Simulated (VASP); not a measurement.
Wanted: the native input for a VASP 6.6.1 run.

```yaml
Task: relaxation of cell and atoms
Functional: PBE exchange alone
Potentials_or_basis: VASP PAW PBE potentials, release 64 (Pb_d)
Cutoff: 600 eV
k_mesh: 9 × 9 × 9
Occupations: fermi-dirac, width 0.05 eV
Spin: no spin polarisation
Dipole_correction: no
Further_INCAR_settings: ALGO = Normal; EDIFF = 1e-06; IBRION = 2; EDIFFG = -0.01; NSW = 60; ISIF = 3
```

The structure of Pb lies in POSCAR:

```
Pb
1.0
    0.0000000000      2.4750200000      2.4750200000
    2.4750200000      0.0000000000      2.4750200000
    2.4750200000      2.4750200000      0.0000000000
Pb
1
Direct
    0.0000000000      0.0000000000      0.0000000000
```

The input as run:

INCAR

```
SYSTEM = Pb
PREC = Accurate ; ENCUT = 600
EDIFF = 1E-6 ; ISMEAR = -1
SIGMA = 0.05 ; LREAL = .False.
LASPH = .True. ; NELM = 80
ALGO = Normal ; ISIF = 3
LWAVE = .False. ; LCHARG = .False.
GGA = PE ; ALDAC = 0.0
AGGAC = 0.0 ; IBRION = 2
NSW = 60 ; EDIFFG = -0.01
```

KPOINTS

```
Automatic mesh
0
Gamma
  9 9 9
  0 0 0
```

Potentials or basis: VASP PAW PBE potentials, release 64 (Pb_d).

Command:

```bash
$ cat potpaw_PBE.64/Pb_d/POTCAR > POTCAR
$ mpirun -np 1 vasp_std > vasp.out
```

It gave:

The relaxed volume is 39.90 Å³/atom and the relaxed cell is a = 3.836 Å, b = 3.836 Å, c = 3.836 Å, α = 60.00°, β = 60.00°, γ = 60.00°. The space group after relaxing (to 0.05 Å) is Fm-3m (No. 225). The energy gained by relaxing is 264.9 meV/atom, the ionic steps are 5 and the pressure after relaxing is 0.0 GPa. The band gap on the k mesh is zero (band 7 reaches 11.29 eV, above the bottom of band 8 at 5.01 eV).

Caveat: the volume moved by over 15 % at a fixed basis, so the end points are rough; spin-orbit coupling is left out, which moves the levels of the heavy elements; the volume moved by +32 % from the deposited cell, more than functionals usually miss.

It took 47 s on 1 thread of Intel(R) Xeon(R) Platinum 8559C (Emerald Rapids), on a shared host, peak memory 0.17 GiB.
